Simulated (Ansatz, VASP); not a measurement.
# Sn2Ge3 in VASP and in Ansatz

```
CELL_PARAMETERS angstrom
1.65083 0.95311 12.29345
-1.65083 0.95311 12.29345
0.00000 -1.90622 12.29345
ATOMIC_POSITIONS crystal
Sn 0.29322 0.29322 0.29322
Sn 0.70678 0.70678 0.70678
Ge 0.89167 0.89167 0.89167
Ge 0.50000 0.50000 0.50000
Ge 0.10833 0.10833 0.10833
```

Alike in both runs: functional PBE; k mesh 12 × 12 × 12; occupations gaussian, width 0.1 eV; no spin polarisation.

Ansatz relaxed the structure, and its values are those at the end. VASP's run is a single point on that final structure, the one shown.

|  | VASP | Ansatz |
| --- | --- | --- |
| version | VASP 6.6.1 | Ansatz 0.2.0 |
| potentials or method | VASP PAW PBE potentials, release 64 (Sn_d, Ge_d), cutoff 520 eV | scalar-relativistic, plane waves, PAW |
| valence electrons in the cell | 70 | 70 |

|  | VASP | Ansatz | Ansatz less VASP |
| --- | --- | --- | --- |
| gap on the k mesh at the Fermi level (eV) | none | none | - |
| pressure (GPa) | -0.1 | 0.0 | +0.04 |

A gap of «none» marks a metal or a gap that the smearing closes. With one functional, cell and mesh, what is left measures potentials, basis and numerics.
